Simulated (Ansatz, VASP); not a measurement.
## One calculation of H3C18N, two programs

```
C N H
1.0
     7.39800    0.00000    0.00000
    -3.69900    6.40686    0.00000
     0.00000    0.00000   13.00000
C N H
18 1 3
Direct
  0.01210 0.01479 0.05100
  0.23686 0.12716 0.05089
  0.01439 0.34963 0.05085
  0.23454 0.45969 0.05051
  0.01365 0.68070 0.05106
  0.23529 0.79154 0.05100
  0.34770 0.01637 0.05102
  0.56794 0.12643 0.05104
  0.34691 0.34733 0.05056
  0.56859 0.45816 0.05072
  0.34538 0.68136 0.05063
  0.57025 0.79386 0.05068
  0.68038 0.01408 0.05096
  0.90202 0.12488 0.05098
  0.67878 0.34806 0.05103
  0.90359 0.46047 0.05101
  0.68108 0.68303 0.05073
  0.90130 0.79315 0.05099
  0.39173 0.52033 0.30801
  0.37643 0.63219 0.26928
  0.49903 0.50058 0.26745
  0.46134 0.58628 0.37653
```

Alike in both runs: functional PBE; dispersion D3(BJ); k mesh 2 × 2 × 1; occupations gaussian, width 0.05 eV; no spin polarisation.

Ansatz relaxed the structure, and its values are those at the end. VASP's run is a single point on that final structure, the one shown.

|  | VASP | Ansatz |
| --- | --- | --- |
| version | VASP 6.6.1 | Ansatz 0.2.0 |
| potentials or method | VASP PAW PBE potentials, release 64 (C, N, H), cutoff 520 eV | scalar-relativistic, plane waves, PAW |
| valence electrons in the cell | 80 | 80 |

VASP gave:

* rms of the force components (eV/Å): 0.012

Question: Which values does Ansatz return?

Answer: rms of the force components (eV/Å): 0.007.

The k mesh is coarse, so the values compare programs but aren't converged.
